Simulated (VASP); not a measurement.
The system is TiRh.

```
CELL_PARAMETERS angstrom
3.11520 0.00000 0.00000
0.00000 3.11520 0.00000
0.00000 0.00000 3.11520
ATOMIC_POSITIONS crystal
Ti 0.50000 0.50000 0.50000
Rh 0.00000 0.00000 0.00000
```

* Program: VASP 6.6.1
* Task: relaxation of volume and atoms at fixed shape
* Functional: LDA
* Potentials or basis: VASP PAW LDA potentials, release 64 (Ti_sv, Rh_pv)
* Cutoff: 600 eV
* k mesh: 8 × 8 × 8
* Occupations: gaussian, width 0.05 eV
* Spin: no spin polarisation

At the start: pressure -12.8 GPa; volume 15.12 Å³/atom.

Task: Where does the relaxation end?

Result: Over 4 steps the energy falls by 40.8 meV/atom and the volume is 14.16 Å³/atom (-6.4 %); space group Pm-3m (No. 221, to 0.05 Å).

The path:
| step | energy change (eV) | largest force (eV/Å) | pressure (GPa) | volume (Å³) |
| --- | --- | --- | --- | --- |
| 1 | 0.0000 | 0.0000 | -12.77 | 30.23 |
| 2 | 0.1963 | 0.0000 | 32.09 | 25.26 |
| 3 | -0.0815 | 0.0000 | -0.59 | 28.38 |
| 4 | -0.0816 | 0.0000 | -0.08 | 28.31 |

Final structure:
```
Ti Rh
1.0
     3.04777    0.00000    0.00000
     0.00000    3.04777    0.00000
     0.00000    0.00000    3.04777
Ti Rh
1 1
Direct
  0.50000 0.50000 0.50000
  0.00000 0.00000 0.00000
```
